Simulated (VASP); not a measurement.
A run of VASP 6.6.1 is set up as follows.

The input INCAR:

```
ALGO = Normal ; EDIFF = 1E-7
ENCUT = 520 ; GGA = PS
ISIF = 2 ; ISMEAR = 0
LASPH = T ; LCHARG = F
LREAL = F ; LWAVE = F
NBANDS = 22 ; NELM = 100
PREC = Accurate ; SIGMA = 0.05
```

File KPOINTS:

```
k-points
0
Gamma
  10 10 6
```

File POSCAR:

```
HfC
1.0
    3.1852345812      0.0000000000      0.0000000000
   -1.5926172906      2.7584940643      0.0000000000
    0.0000000000      0.0000000000      5.6566221545
Hf C
2 2
Direct
    0.0000000000      0.0000000000      0.0000000000
    0.0000000000      0.0000000000      0.5000000000
    0.3333333333      0.6666666667      0.2500000000
    0.6666666667      0.3333333333      0.7500000000
```

Potentials or basis: VASP PAW PBE potentials, release 64 (Hf_pv, C).

The run is started by

```console
$ cat potpaw_PBE.64/Hf_pv/POTCAR potpaw_PBE.64/C/POTCAR > POTCAR
$ mpirun -np 1 vasp_std > vasp.out
```

**Question.** Estimate the band gap on the k mesh.

**Answer.** Zero (bands 14 and 15 overlap by 1.69 eV).

**Question.** What does it give for the pressure?

**Answer.** 9.4 GPa.

Stress tensor (GPa, compression positive):
```
9.50 0.00 0.00
0.00 9.50 0.00
0.00 0.00 9.11
```

Caveat: the cell stands under pressure; the PAW data sets were made with another functional, which shifts forces and pressure a little; spin-orbit coupling is left out, which moves the levels of the heavy elements.
